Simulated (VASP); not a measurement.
# Cu in VASP: further runs

Cu is run at these levels: PBEsol; tasks: electric field gradients.

Everything below comes from runs of VASP 6.6.1. Logs are shortened: lines on timing, memory, paths and dates and some standing lists are left out, and cuts for length are marked.

**1. The cell of the first run**

Symmetry: I4/mmm, No. 139, tetragonal system. The conventional cell has a = 2.582 Å, b = 2.582 Å, c = 3.615 Å, α = 90.00°, β = 90.00°, γ = 90.00°. Within 3.4 Å of Cu (site symmetry 4/mmm) lie 12 Cu at 2.57 to 2.58 Å.

**2. Electric field gradients, PBEsol (equal xx and yy strain of +1 %)**

File INCAR:

```
ALGO = Normal ; EDIFF = 1E-8
ENCUT = 520 ; GGA = PS
ISIF = 2 ; ISMEAR = -1
LASPH = True ; LCHARG = False
LEFG = True ; LREAL = False
LWAVE = False ; NBANDS = 12
NELM = 60 ; PREC = Accurate
SIGMA = 0.03
```

File KPOINTS:

```
k-points
0
Gamma
  17 17 17
```

File POSCAR:

```
Cu
1.0
    0.0000000000      1.8255750000      1.8075000000
    1.8255750000      0.0000000000      1.8075000000
    1.8255750000      1.8255750000      0.0000000000
Cu
1
Direct
    0.0000000000      0.0000000000      0.0000000000
```

Potentials or basis: VASP PAW PBE potentials, release 64 (Cu).

On the command line:

```sh
$ cat potpaw_PBE.64/Cu/POTCAR > POTCAR
$ mpirun -np 1 vasp_std > vasp.out
```

OUTCAR:

```text
EDIFF = 1E-8
   ENCUT = 520
   GGA = PS
   ISIF = 2
   ISMEAR = -1
   LASPH = True
   LREAL = False
   NELM = 60
   PREC = Accurate

 ion  position               nearest neighbor table
   1  0.000  0.000  0.000-

  LATTYP: Found a body centered tetragonal cell.
 ALAT       =     2.5817529241
 C/A-ratio  =     1.4002114479

  Lattice vectors:

 A1 = (   0.0000000000,  -1.8255750000,  -1.8075000000)
 A2 = (   0.0000000000,   1.8255750000,  -1.8075000000)
 A3 = (   1.8255750000,   0.0000000000,   1.8075000000)

Analysis of symmetry for initial positions (statically):
=====================================================================
 Subroutine PRICEL returns:
 Original cell was already a primitive cell.

 Routine SETGRP: Setting up the symmetry group for a
 body centered tetragonal supercell.

 Subroutine GETGRP returns: Found 16 space group operations
 (whereof 16 operations were pure point group operations)
 out of a pool of 16 trial point group operations.

The static configuration has the point symmetry D_4h.

Analysis of symmetry for dynamics (positions and initial velocities):
=====================================================================
 Subroutine PRICEL returns:
 Original cell was already a primitive cell.

 Routine SETGRP: Setting up the symmetry group for a
 body centered tetragonal supercell.

 Subroutine GETGRP returns: Found 16 space group operations
 (whereof 16 operations were pure point group operations)
 out of a pool of 16 trial point group operations.

The dynamic configuration has the point symmetry D_4h.

 Subroutine INISYM returns: Found 16 space group operations
 (whereof 16 operations are pure point group operations),
 and found     1 'primitive' translations

----------------------------------------------------------------------------------------

                                     Primitive cell

  volume of cell :      12.0478

  direct lattice vectors                    reciprocal lattice vectors
     0.000000000  1.825575000  1.807500000    -0.273886310  0.273886310  0.276625173
     1.825575000  0.000000000  1.807500000     0.273886310 -0.273886310  0.276625173
     1.825575000  1.825575000  0.000000000     0.273886310  0.273886310 -0.276625173

  length of vectors
     2.569003762  2.569003762  2.581752924     0.475971541  0.475971541  0.475971541

  position of ions in fractional coordinates (direct lattice)
     0.000000000  0.000000000  0.000000000

  ion indices of the primitive-cell ions
   primitive index   ion index
                 1           1

----------------------------------------------------------------------------------------

 KPOINTS: k-points

Automatic generation of k-mesh.
 Grid dimensions read from file:
 generate k-points for:   17   17   17

 Generating k-lattice:

  Cartesian coordinates                     Fractional coordinates (reciprocal lattice)
    -0.016110959  0.016110959  0.016272069     0.058823529 -0.000000000  0.000000000
     0.016110959 -0.016110959  0.016272069    -0.000000000  0.058823529  0.000000000
     0.016110959  0.016110959 -0.016272069     0.000000000  0.000000000  0.058823529

  Length of vectors
     0.027998326  0.027998326  0.027998326

  Shift w.r.t. Gamma in fractional coordinates (k-lattice)
     0.000000000  0.000000000  0.000000000

 Subroutine IBZKPT returns following result:
 ===========================================

 Found    405 irreducible k-points:

 Following reciprocal coordinates:
            Coordinates               Weight
  0.000000  0.000000  0.000000      1.000000
  0.058824 -0.000000  0.000000      8.000000
  0.117647 -0.000000  0.000000      8.000000
  0.176471  0.000000  0.000000      8.000000
  0.235294 -0.000000  0.000000      8.000000
  0.294118  0.000000  0.000000      8.000000
[... 16 lines left out ...]
 -0.176471  0.058824  0.000000      8.000000
 -0.117647  0.058824  0.000000      8.000000
 [... further k-points ...]
   k-points           NKPTS =    405   k-points in BZ     NKDIM =    405   number of bands    NBANDS=     12
   number of dos      NEDOS =    301   number of ions     NIONS =      1
   total plane-waves  NPLWV =   8000
   dimension x,y,z NGX =    20 NGY =   20 NGZ =   20
   dimension x,y,z NGXF=    40 NGYF=   40 NGZF=   40
   ions per type =               1
   NGX,Y,Z   is equivalent  to a cutoff of  12.94, 12.94, 12.88 a.u.
   NGXF,Y,Z  is equivalent  to a cutoff of  25.88, 25.88, 25.76 a.u.
 SYSTEM =  unknown system
   PREC   = accura    normal or accurate (medium, high low for compatibility)
   ISTART =      0    job   : 0-new  1-cont  2-samecut
   ICHARG =      2    charge: 1-file 2-atom 10-const
   ISPIN  =      1    spin polarized calculation?
   LNONCOLLINEAR =      F non collinear calculations
   LSORBIT =      F    spin-orbit coupling
   LASPH  =      T    aspherical Exc in radial PAW
   ENCUT  =  520.0 eV  38.22 Ry    6.18 a.u.   4.78  4.78  4.80*2*pi/ulx,y,z
   NELM   =     60;   NELMIN=  2; NELMDL= -5     # of ELM steps
   EDIFF  = 0.1E-07   stopping-criterion for ELM
   LREAL  =      F    real-space projection
   EDIFFG = 0.1E-06   stopping-criterion for IOM
   NSW    =      0    number of steps for IOM
   IBRION =     -1    ionic relax: 0-MD 1-quasi-New 2-CG
   NFREE  =      0    steps in history (QN), initial steepest desc. (CG)
   ISIF   =      2    stress and relaxation
   ISYM   =      2    0-nonsym 1-usesym 2-fastsym
   POTIM  = 0.5000    time-step for ionic-motion
   TEBEG  =    0.0;   TEEND  =   0.0 temperature during run
   PSTRESS=    0.0 pullay stress
   NELECT =      11.0000    total number of electrons
   NUPDOWN=      -1.0000    fix difference up-down
   EMIN   =  10.00;   EMAX   =-10.00  energy-range for DOS
   EFERMI =   0.00;   METHOD = LEGACY
   ISMEAR =    -1;   SIGMA  =   0.03  broadening in eV -4-tet -1-fermi 0-gaus
   EFERMI_NEDOS =   21; number of points for ismear=-14 and -15
   IALGO  =     38    algorithm
   IMIX   =      4    mixing-type and parameters
     AMIX     =   0.40;   BMIX     =  1.00
     AMIX_MAG =   1.60;   BMIX_MAG =  1.00
  volume/ion in A,a.u.               =      12.05        81.30
  Fermi-wavevector in a.u.,A,eV,Ry     =   1.588193  3.001249 34.318734  2.522356
  Thomas-Fermi vector in A             =   2.687234
   LORBIT       =      0    0 simple, 1 ext, 2 COOP (PROOUT), +10 PAW based schemes
   GGA     = PS    functional components
   LHFCALC =     F    Hartree Fock is set to
   AEXX    =    0.0000 exact exchange contribution
   IVDW    =     0    specifies the selected vdW correction
   LEPSILON=     F    determine dielectric tensor
   LRPA    =     F    only Hartree local field effects (RPA)
 non-spin polarized calculation
  energy-cutoff  :      520.00
  volume of cell :       12.05
 maximum number of plane-waves:       334
   NGX =  9   NGY =  9   NGZ =  9

 number of electron      10.9999996 magnetization

 Free energy of the ion-electron system (eV)
  ---------------------------------------------------
  ext. energy  EPLUGINS =         0.00000000
  ---------------------------------------------------
  free energy    TOTEN  =        -4.28870388 eV

  energy without entropy =       -4.28774643  energy(sigma->0) =       -4.28822515

 E-fermi :   7.2180     XC(G=0): -12.7932

 val. band max:        7.2101943327   @ k =  -0.3529   0.1765   0.0000
 cond. band min:       7.2289822077   @ k =  -0.2941   0.2353   0.0000
 fundamental gap:      0.0187878749
 Fermi energy:         7.2180452623

 k-point     1 :       0.0000    0.0000    0.0000
  band No.  band energies     occupation
      1      -2.0812      2.00000
      2       4.1655      2.00000
      3       4.1655      2.00000
      4       4.2117      2.00000
      5       4.9627      2.00000
      6       5.0105      2.00000
      7      29.5818      0.00000
      8      32.0296      0.00000
      9      32.0296      0.00000
     10      32.0618      0.00000
     11      34.4860      0.00000
     12      34.5109      0.00000

 k-point     2 :       0.0588   -0.0000    0.0000
  band No.  band energies     occupation
      1      -1.9568      2.00000
      2       4.1487      2.00000
      3       4.1888      2.00000
      4       4.2257      2.00000
      5       4.9542      2.00000
      6       5.0006      2.00000
      7      28.7898      0.00000
      8      30.6667      0.00000
      9      31.6204      0.00000
     10      31.6541      0.00000
     11      35.0736      0.00000
     12      35.0960      0.00000
[... 316 lines left out ...]
 k-point    24 :      -0.1176    0.0588    0.0000
  band No.  band energies     occupation
      1      -1.3106      2.00000
      2       4.0153      2.00000
      3       4.2927      2.00000
      4       4.3370      2.00000
      5       4.8641      2.00000
      6       5.0399      2.00000
      7      25.1811      0.00000
      8      27.7104      0.00000
      9      31.2548      0.00000
     10      32.4382      0.00000
     11      34.9671      0.00000
     12      35.4535      0.00000

 [... further k-points ...]
[... 5 lines left out ...]
  --------------------------------------------------------------------------------------
  -------------------------------------------------------------------------------------
  Total       -0.6593581     -0.6593581     -0.6104049      0.0000000      0.0000000      0.0000000
  in kB      -87.6847935    -87.6847935    -81.1747461      0.0000000      0.0000000      0.0000000
  external PRESSURE =     -85.5147777 kB  Pullay stress =       0.0000000 kB

 VOLUME and BASIS-vectors are now :
 -----------------------------------------------------------------------------
  energy-cutoff  :      520.00
  volume of cell :       12.05
      direct lattice vectors                 reciprocal lattice vectors
     0.000000000  1.825575000  1.807500000    -0.273886310  0.273886310  0.276625173
     1.825575000  0.000000000  1.807500000     0.273886310 -0.273886310  0.276625173
     1.825575000  1.825575000  0.000000000     0.273886310  0.273886310 -0.276625173

 POSITION                                       TOTAL-FORCE (eV/Angst)
 -----------------------------------------------------------------------------------
      0.00000      0.00000      0.00000         0.000000      0.000000      0.000000
 -----------------------------------------------------------------------------------
    total drift:                                0.000000     -0.000000      0.000000

  FREE ENERGIE OF THE ION-ELECTRON SYSTEM (eV)
  ---------------------------------------------------
  free  energy   TOTEN  =        -4.2887038796 eV

  energy  without entropy=       -4.2877464294  energy(sigma->0) =       -4.28822515

 Electric field gradients (V/A^2)
---------------------------------------------------------------------
 ion       V_xx      V_yy      V_zz      V_xy      V_xz      V_yz
---------------------------------------------------------------------
   1       0.402     0.402    -0.803     0.001     0.003     0.003
---------------------------------------------------------------------

 Electric field gradients after diagonalization (V/A^2)
 (convention: |V_zz| > |V_xx| > |V_yy|)
----------------------------------------------------------------------
 ion       V_xx      V_yy      V_zz     asymmetry (V_yy - V_xx)/ V_zz
----------------------------------------------------------------------
   1       0.403     0.400    -0.803       0.004
----------------------------------------------------------------------

           NMR quadrupolar parameters

 Cq : quadrupolar parameter    Cq=e*Q*V_zz/h
 eta: asymmetry parameters     (V_yy - V_xx)/ V_zz
 Q  : nuclear electric quadrupole moment in mb (millibarn)
----------------------------------------------------------------------
 ion       Cq(MHz)       eta       Q (mb)
----------------------------------------------------------------------
   1      -0.002       0.004       1.000
----------------------------------------------------------------------
```

Wall time 22 s (1 thread of Intel Xeon 6975P-C (Granite Rapids), shared host); peak memory 0.17 GiB.

What came out:

* Free energy: -4.2887 eV
* Pressure: -8.6 GPa

Levels at points of the mesh, in eV from the Fermi level:
| k point | band 2 | band 3 | band 4 | band 5 | band 6 | band 7 | band 8 | band 9 | band 10 | band 11 |
| --- | --- | --- | --- | --- | --- | --- | --- | --- | --- | --- |
| (0.00, 0.00, 0.00) | -3.05 | -3.05 | -3.01 | -2.26 | -2.21 | 22.36 | 24.81 | 24.81 | 24.84 | 27.27 |

Electric field gradients, principal values (V/Å²):
| atom | least | middle | greatest (by size) |
| --- | --- | --- | --- |
| 1 Cu | 0.400 | 0.403 | -0.803 |

Caveat: the cell differs from its parent crystal (equal xx and yy strain of +1 %); without QUAD_EFG the Cq values of the log hold for a quadrupole moment of 1 mb, not for the nuclei; the PAW data sets were made with another functional, which shifts forces and pressure a little.

**3. Electric field gradients, PBEsol (equal xx and yy strain of +2 %)**

File INCAR:

```
  ALGO = Normal
  EDIFF = 1E-8
  ENCUT = 520
  GGA = PS
  ISIF = 2
  ISMEAR = -1
  LASPH = True
  LCHARG = False
  LEFG = True
  LREAL = False
  LWAVE = False
  NBANDS = 12
  NELM = 60
  PREC = Accurate
  SIGMA = 0.03
```

KPOINTS is that of step 2.

File POSCAR:

```
Cu
1.0
    0.0000000000      1.8436500000      1.8075000000
    1.8436500000      0.0000000000      1.8075000000
    1.8436500000      1.8436500000      0.0000000000
Cu
1
Direct
    0.0000000000      0.0000000000      0.0000000000
```

Potentials or basis: VASP PAW PBE potentials, release 64 (Cu).

On the command line:

```sh
$ cat potpaw_PBE.64/Cu/POTCAR > POTCAR
$ mpirun -np 1 vasp_std > vasp.out
```

OUTCAR:

```text
EDIFF = 1E-8
   ENCUT = 520
   GGA = PS
   ISIF = 2
   ISMEAR = -1
   LASPH = True
   LREAL = False
   NELM = 60
   PREC = Accurate

 ion  position               nearest neighbor table
   1  0.000  0.000  0.000-

  LATTYP: Found a body centered tetragonal cell.
 ALAT       =     2.6073148343
 C/A-ratio  =     1.3864838847

  Lattice vectors:

 A1 = (   0.0000000000,  -1.8436500000,  -1.8075000000)
 A2 = (   0.0000000000,   1.8436500000,  -1.8075000000)
 A3 = (   1.8436500000,   0.0000000000,   1.8075000000)

Analysis of symmetry for initial positions (statically):
=====================================================================
 Subroutine PRICEL returns:
 Original cell was already a primitive cell.

[... 542 lines left out ...]
  in kB     -110.9395778   -110.9395778   -101.8203135      0.0000000      0.0000000     -0.0000000
  external PRESSURE =    -107.8998230 kB  Pullay stress =       0.0000000 kB

 VOLUME and BASIS-vectors are now :
 -----------------------------------------------------------------------------
  energy-cutoff  :      520.00
  volume of cell :       12.29
      direct lattice vectors                 reciprocal lattice vectors
     0.000000000  1.843650000  1.807500000    -0.271201150  0.271201150  0.276625173
     1.843650000  0.000000000  1.807500000     0.271201150 -0.271201150  0.276625173
     1.843650000  1.843650000  0.000000000     0.271201150  0.271201150 -0.276625173

 POSITION                                       TOTAL-FORCE (eV/Angst)
 -----------------------------------------------------------------------------------
      0.00000      0.00000      0.00000         0.000000      0.000000      0.000000
 -----------------------------------------------------------------------------------
    total drift:                                0.000000      0.000000      0.000000

  FREE ENERGIE OF THE ION-ELECTRON SYSTEM (eV)
  ---------------------------------------------------
  free  energy   TOTEN  =        -4.2739384611 eV

  energy  without entropy=       -4.2727352215  energy(sigma->0) =       -4.27333684

 Electric field gradients (V/A^2)
---------------------------------------------------------------------
 ion       V_xx      V_yy      V_zz      V_xy      V_xz      V_yz
---------------------------------------------------------------------
   1       0.386     0.386    -0.771     0.000     0.003     0.003
---------------------------------------------------------------------

 Electric field gradients after diagonalization (V/A^2)
 (convention: |V_zz| > |V_xx| > |V_yy|)
----------------------------------------------------------------------
 ion       V_xx      V_yy      V_zz     asymmetry (V_yy - V_xx)/ V_zz
----------------------------------------------------------------------
   1       0.386     0.386    -0.771       0.000
----------------------------------------------------------------------

           NMR quadrupolar parameters

 Cq : quadrupolar parameter    Cq=e*Q*V_zz/h
 eta: asymmetry parameters     (V_yy - V_xx)/ V_zz
 Q  : nuclear electric quadrupole moment in mb (millibarn)
----------------------------------------------------------------------
 ion       Cq(MHz)       eta       Q (mb)
----------------------------------------------------------------------
   1      -0.002       0.000       1.000
----------------------------------------------------------------------
```

OSZICAR:

```text
N       E                     dE             d eps       ncg     rms          rms(c)
DAV:   1     0.425117153253E+02    0.42512E+02   -0.53984E+03 10696   0.152E+03
DAV:   2    -0.399027524196E+01   -0.46502E+02   -0.42986E+02  9964   0.202E+02
DAV:   3    -0.533234109030E+01   -0.13421E+01   -0.13340E+01 11300   0.401E+01
DAV:   4    -0.534065774084E+01   -0.83167E-02   -0.83155E-02 11052   0.279E+00
DAV:   5    -0.534073697750E+01   -0.79237E-04   -0.79236E-04 11636   0.278E-01    0.832E+00
DAV:   6    -0.477899592521E+01    0.56174E+00   -0.18354E+01 11564   0.801E+01    0.465E+00
DAV:   7    -0.428633534767E+01    0.49266E+00   -0.29584E+00 11556   0.322E+01    0.524E-01
DAV:   8    -0.427603451582E+01    0.10301E-01   -0.68055E-03 11856   0.147E+00    0.343E-01
DAV:   9    -0.427393310437E+01    0.21014E-02   -0.12315E-02 11852   0.187E+00    0.260E-02
DAV:  10    -0.427393707089E+01   -0.39665E-05   -0.40840E-05 14340   0.106E-01    0.722E-03
DAV:  11    -0.427393849007E+01   -0.14192E-05   -0.65029E-07 11988   0.151E-02    0.705E-04
DAV:  12    -0.427393844619E+01    0.43880E-07   -0.28776E-08  8268   0.287E-03    0.106E-04
DAV:  13    -0.427393845923E+01   -0.13033E-07   -0.19857E-09  6744   0.636E-04    0.110E-05
DAV:  14    -0.427393846107E+01   -0.18410E-08   -0.40485E-10  5768   0.285E-04
   1 F= -.42739385E+01 E0= -.42733368E+01  d E =-.120324E-02
```

Wall time 25 s (1 thread of Intel Xeon 6975P-C (Granite Rapids), shared host); peak memory 0.17 GiB.

Results:

```yaml
Free_energy: -4.2739 eV
Pressure: -10.8 GPa
```

Stress tensor (GPa, compression positive):
```
-11.09   0.00   0.00
  0.00 -11.09   0.00
  0.00   0.00 -10.18
```

Levels at points of the mesh, in eV from the Fermi level:
```csv
k point,band 3,band 4,band 5,band 6,band 7,band 8,band 9,band 10
"(0.00, 0.00, 0.00)",-3.00,-2.91,-2.23,-2.14,22.22,24.51,24.51,24.56
```

Electric field gradients, principal values (V/Å²):
| atom | least | middle | greatest (by size) |
| --- | --- | --- | --- |
| 1 Cu | 0.386 | 0.386 | -0.771 |

Caveat: the cell differs from its parent crystal (equal xx and yy strain of +2 %); without QUAD_EFG the Cq values of the log hold for a quadrupole moment of 1 mb, not for the nuclei; the PAW data sets were made with another functional, which shifts forces and pressure a little.

(Part 1 of 2 ends here.)
